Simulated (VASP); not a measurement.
# CdTe (F-43m) in VASP: notebook

CdTe is run at these levels: PBE; tasks: single point, relaxation of cell and atoms.

All numbers are computed with VASP 6.6.1; they aren't measurements. Logs are shortened: lines on timing, memory, paths and dates and some standing lists are left out, and cuts for length are marked.

**1. The cell of the first run**

Symmetry: F-43m, No. 216, cubic system. The conventional cell has a = 6.617 Å, b = 6.617 Å, c = 6.617 Å, α = 90.00°, β = 90.00°, γ = 90.00°. Cd (site symmetry -43m) has 4 Te at 2.87 Å within 3.8 Å. Te (site symmetry -43m) has 4 Cd at 2.87 Å within 3.8 Å.

**2. Single point, PBE, non-collinear spin, zero start, spin-orbit coupling**

INCAR

```
PREC     = Accurate       # precision mode
ENCUT    = 520            # plane-wave cutoff, eV
EDIFF    = 1E-6           # SCF threshold, eV
ISMEAR   = -1             # smearing method
SIGMA    = 0.05           # smearing width, eV
LREAL    = False          # projectors in reciprocal space
LASPH    = True           # aspherical terms in the spheres
NELM     = 150            # most SCF steps
ALGO     = Normal         # electronic algorithm
ISIF     = 2              # what is computed and relaxed
LWAVE    = False          # write WAVECAR
LCHARG   = False          # write CHGCAR
LNONCOLLINEAR= True           # non-collinear magnetism
MAGMOM   = 0 0 0 0 0 0    # initial moments
LORBIT   = 11             # projections on sites
LSORBIT  = True           # spin-orbit coupling
GGA_COMPAT= False        
LORBMOM  = True         
GGA      = PE             # functional
NBANDS   = 30             # bands
```

KPOINTS

```
Automatic mesh
0
Gamma
  11 11 11
```

POSCAR

```
CdTe
1.0
    0.0000000000      3.3086917840      3.3086917840
    3.3086917840      0.0000000000      3.3086917840
    3.3086917840      3.3086917840      0.0000000000
Cd Te
1 1
Direct
    0.0000000000      0.0000000000      0.0000000000
    0.2500000000      0.2500000000      0.2500000000
```

Potentials or basis: VASP PAW PBE potentials, release 64 (Cd, Te).

Started as:

```sh
cat potpaw_PBE.64/Cd/POTCAR potpaw_PBE.64/Te/POTCAR > POTCAR
mpirun -np 1 vasp_ncl > vasp.out
```

OUTCAR:

```text
PREC = Accurate
   ENCUT = 520
   EDIFF = 1E-6
   ISMEAR = -1
   LREAL = False
   LASPH = True
   NELM = 150
   ISIF = 2
   LNONCOLLINEAR = True
   LORBIT = 11
   LSORBIT = True
   GGA = PE

 ion  position               nearest neighbor table
   1  0.000  0.000  0.000-   2 2.87   2 2.87   2 2.87   2 2.87
   2  0.250  0.250  0.250-   1 2.87   1 2.87   1 2.87   1 2.87

  LATTYP: Found a face centered cubic cell.
 ALAT       =     6.6173835680

  Lattice vectors:

 A1 = (   0.0000000000,   3.3086917840,   3.3086917840)
 A2 = (   3.3086917840,   0.0000000000,   3.3086917840)
 A3 = (   3.3086917840,   3.3086917840,   0.0000000000)

Analysis of symmetry for initial positions (statically):
=====================================================================
 Subroutine PRICEL returns:
 Original cell was already a primitive cell.

 Routine SETGRP: Setting up the symmetry group for a
 face centered cubic supercell.

 Subroutine GETGRP returns: Found 24 space group operations
 (whereof 24 operations were pure point group operations)
 out of a pool of 48 trial point group operations.

The static configuration has the point symmetry T_d .

Analysis of symmetry for dynamics (positions and initial velocities):
=====================================================================
 Subroutine PRICEL returns:
 Original cell was already a primitive cell.

 Routine SETGRP: Setting up the symmetry group for a
 face centered cubic supercell.

 Subroutine GETGRP returns: Found 24 space group operations
 (whereof 24 operations were pure point group operations)
 out of a pool of 48 trial point group operations.

The dynamic configuration has the point symmetry T_d .

Analysis of structural, dynamic, and magnetic symmetry:
=====================================================================
 Subroutine PRICEL returns:
 Original cell was already a primitive cell.

 Routine SETGRP: Setting up the symmetry group for a
 face centered cubic supercell.

 Subroutine GETGRP returns: Found 24 space group operations
 (whereof 24 operations were pure point group operations)
 out of a pool of 48 trial point group operations.

The overall configuration has the point symmetry T_d .

 Subroutine INISYM returns: Found 24 space group operations
 (whereof 24 operations are pure point group operations),
 and found     1 'primitive' translations

----------------------------------------------------------------------------------------

                                     Primitive cell
[... 967 lines left out ...]
 -----------------------------------------------------------------------------------
    total drift:                               -0.000000     -0.000000     -0.000000

  FREE ENERGIE OF THE ION-ELECTRON SYSTEM (eV)
  ---------------------------------------------------
  free  energy   TOTEN  =        -4.9404907502 eV

  energy  without entropy=       -4.9404325864  energy(sigma->0) =       -4.94046167

 orbital moment (x)

 # of ion     p       d       tot
 ----------------------------------------
  1         0.000   0.000   0.000
  2        -0.000   0.000  -0.000
 ----------------------------------------
           -0.000   0.000   0.000

 orbital moment (y)

 # of ion     p       d       tot
 ----------------------------------------
  1         0.000   0.000   0.000
  2        -0.000  -0.000  -0.000
 ----------------------------------------
            0.000   0.000   0.000

 orbital moment (z)

 # of ion     p       d       tot
 ----------------------------------------
  1         0.000  -0.000  -0.000
  2         0.000   0.000   0.000
 ----------------------------------------
            0.000  -0.000  -0.000

 Spin-Orbit-Coupling matrix elements

 Ion:    1  E_soc:     -0.0593641
 l=   1
     0.0000000    -0.0029612    -0.0029612
    -0.0029612     0.0000000    -0.0029612
    -0.0029612    -0.0029612     0.0000000
 l=   2
     0.0000000    -0.0013843     0.0000000    -0.0013843    -0.0055485
    -0.0013843     0.0000000    -0.0041614    -0.0013843    -0.0013871
     0.0000000    -0.0041614     0.0000000    -0.0041614     0.0000000
    -0.0013843    -0.0013843    -0.0041614     0.0000000    -0.0013871
    -0.0055485    -0.0013871     0.0000000    -0.0013871     0.0000000
 l=   3
     0.0000000     0.0000000     0.0000000     0.0000000     0.0000000     0.0000000     0.0000000
     0.0000000     0.0000000     0.0000000     0.0000000     0.0000000     0.0000000     0.0000000
     0.0000000     0.0000000     0.0000000     0.0000000     0.0000000     0.0000000     0.0000000
     0.0000000     0.0000000     0.0000000     0.0000000     0.0000000     0.0000000     0.0000000
     0.0000000     0.0000000     0.0000000     0.0000000     0.0000000     0.0000000     0.0000000
     0.0000000     0.0000000     0.0000000     0.0000000     0.0000000     0.0000000     0.0000000
     0.0000000     0.0000000     0.0000000     0.0000000     0.0000000     0.0000000     0.0000000

 Ion:    2  E_soc:     -0.1986374
 l=   1
     0.0000000    -0.0330415    -0.0330415
    -0.0330415     0.0000000    -0.0330415
    -0.0330415    -0.0330415     0.0000000
 l=   2
     0.0000000    -0.0000273     0.0000000    -0.0000273    -0.0000375
    -0.0000273     0.0000000    -0.0000281    -0.0000273    -0.0000094
     0.0000000    -0.0000281     0.0000000    -0.0000281     0.0000000
    -0.0000273    -0.0000273    -0.0000281     0.0000000    -0.0000094
    -0.0000375    -0.0000094     0.0000000    -0.0000094     0.0000000
 l=   3
     0.0000000     0.0000000     0.0000000     0.0000000     0.0000000     0.0000000     0.0000000
     0.0000000     0.0000000     0.0000000     0.0000000     0.0000000     0.0000000     0.0000000
     0.0000000     0.0000000     0.0000000     0.0000000     0.0000000     0.0000000     0.0000000
     0.0000000     0.0000000     0.0000000     0.0000000     0.0000000     0.0000000     0.0000000
     0.0000000     0.0000000     0.0000000     0.0000000     0.0000000     0.0000000     0.0000000
     0.0000000     0.0000000     0.0000000     0.0000000     0.0000000     0.0000000     0.0000000
     0.0000000     0.0000000     0.0000000     0.0000000     0.0000000     0.0000000     0.0000000

 total charge

# of ion       s       p       d       tot
------------------------------------------
    1        0.464   0.284   9.532  10.280
    2        1.354   2.031   0.018   3.403
--------------------------------------------------
tot          1.818   2.315   9.550  13.683

 magnetization (x)

# of ion       s       p       d       tot
------------------------------------------
    1        0.000   0.000  -0.000   0.000
    2       -0.000   0.000   0.000  -0.000
--------------------------------------------------
tot          0.000   0.000  -0.000   0.000

 magnetization (y)

# of ion       s       p       d       tot
------------------------------------------
    1        0.000   0.000   0.000   0.000
    2        0.000   0.000   0.000   0.000
--------------------------------------------------
tot          0.000   0.000   0.000   0.000

 magnetization (z)

# of ion       s       p       d       tot
------------------------------------------
    1        0.000  -0.000   0.000  -0.000
    2       -0.000   0.000   0.000  -0.000
--------------------------------------------------
tot          0.000  -0.000   0.000  -0.000
```

OSZICAR:

```text
N       E                     dE             d eps       ncg     rms          rms(c)
DAV:   1     0.110209870414E+03    0.11021E+03   -0.79015E+03  5468   0.103E+03
DAV:   2     0.172831116043E+00   -0.11004E+03   -0.10563E+03  6028   0.259E+02
DAV:   3    -0.510860415436E+01   -0.52814E+01   -0.52497E+01  6466   0.571E+01
DAV:   4    -0.517655624740E+01   -0.67952E-01   -0.67934E-01  6714   0.573E+00
DAV:   5    -0.517742904681E+01   -0.87280E-03   -0.87279E-03  6388   0.643E-01    0.559E+00
DAV:   6    -0.495246528304E+01    0.22496E+00   -0.36274E-01  5878   0.753E+00    0.442E+00
DAV:   7    -0.493911070152E+01    0.13355E-01   -0.12236E-01  5976   0.222E+00    0.222E+00
DAV:   8    -0.493999246611E+01   -0.88176E-03   -0.78202E-03  6142   0.865E-01    0.968E-01
DAV:   9    -0.494020234134E+01   -0.20988E-03   -0.52262E-04  6250   0.229E-01    0.308E-01
DAV:  10    -0.494043715173E+01   -0.23481E-03   -0.41869E-04  6030   0.175E-01    0.572E-02
DAV:  11    -0.494046577561E+01   -0.28624E-04   -0.29221E-05  6422   0.565E-02    0.246E-02
DAV:  12    -0.494049048927E+01   -0.24714E-04   -0.38784E-05  5826   0.353E-02    0.203E-02
DAV:  13    -0.494049075017E+01   -0.26090E-06   -0.53628E-07  5412   0.587E-03
   1 F= -.49404908E+01 E0= -.49404617E+01  d E =-.581638E-04  mag=     0.0000     0.0000    -0.0000
```

Run time: 10 min. Hardware: 1 thread of Intel Xeon 8259CL, shared host; peak memory 0.57 GiB.

What came out:

```
Free energy                                           : -4.9405 eV
Pressure                                              : 0.2 GPa
Net moment                                            : 0.00 μB per cell
Valence electrons inside the program's atomic spheres : Cd 10.28; Te 3.40
```

Moments on the atoms (μB; x, y, z):
```
Cd  0.00 0.00 0.00
Te  0.00 0.00 0.00
```

**3. Relaxation of cell and atoms, PBE, non-collinear spin, zero start, spin-orbit coupling**

INCAR

```
SYSTEM = CdTe
PREC     = Accurate       ! precision mode
ENCUT    = 600            ! plane-wave cutoff, eV
EDIFF    = 1E-6           ! SCF threshold, eV
ISMEAR   = -1             ! smearing method
SIGMA    = 0.05           ! smearing width, eV
LREAL    = .FALSE.        ! projectors in reciprocal space
LASPH    = .TRUE.         ! aspherical terms in the spheres
NELM     = 150            ! most SCF steps
ALGO     = Normal         ! electronic algorithm
ISIF     = 3              ! what is computed and relaxed
LWAVE    = .FALSE.        ! write WAVECAR
LCHARG   = .FALSE.        ! write CHGCAR
MAGMOM   = 0 0 0 0 0 0    ! initial moments
LORBIT   = 11             ! projections on sites
LSORBIT  = .TRUE.         ! spin-orbit coupling
GGA_COMPAT= .FALSE.      
LORBMOM  = .TRUE.       
GGA      = PE             ! functional
IBRION   = 2              ! ionic algorithm
NSW      = 30             ! ionic steps
EDIFFG   = -0.005         ! ionic threshold
```

KPOINTS

```
Automatic mesh
0
G
  11 11 11
  0 0 0
```

POSCAR is that of step 2.

Potentials or basis: VASP PAW PBE potentials, release 64 (Cd, Te).

Started as:

```sh
cat potpaw_PBE.64/Cd/POTCAR potpaw_PBE.64/Te/POTCAR > POTCAR
mpirun -np 1 vasp_ncl > vasp.out
```

Wall time 17 min (1 thread of Oxide Virtual Turin-like, shared host); peak memory 0.65 GiB.

The run converged. Its results:

* Free energy: -4.9403 eV
* Relaxed volume: 36.38 Å³/atom
* Relaxed cell: a = 4.686 Å, b = 4.686 Å, c = 4.686 Å, α = 60.00°, β = 60.00°, γ = 60.00°
* Space group after relaxing (to 0.1 Å): F-43m (No. 216)
* Energy gained by relaxing: 0.1 meV/atom
* Ionic steps: 2
* Pressure after relaxing: 0.0 GPa
* Net moment: 0.00 μB per cell
* Valence electrons inside the program's atomic spheres: Cd 10.28; Te 3.40

Step by step:
| step | energy change (eV) | largest force (eV/Å) | pressure (GPa) | volume (Å³) |
| --- | --- | --- | --- | --- |
| 1 | 0.0000 | 0.0000 | 0.13 | 72.44 |
| 2 | -0.0001 | 0.0000 | 0.00 | 72.76 |

Final structure:
```
CELL_PARAMETERS angstrom
0.00000 3.31349 3.31349
3.31349 0.00000 3.31349
3.31349 3.31349 0.00000
ATOMIC_POSITIONS crystal
Cd 0.00000 0.00000 0.00000
Te 0.25000 0.25000 0.25000
```

Moments on the atoms (μB; x, y, z):
```
Cd  0.00 0.00 0.00
Te  0.00 0.00 0.00
```
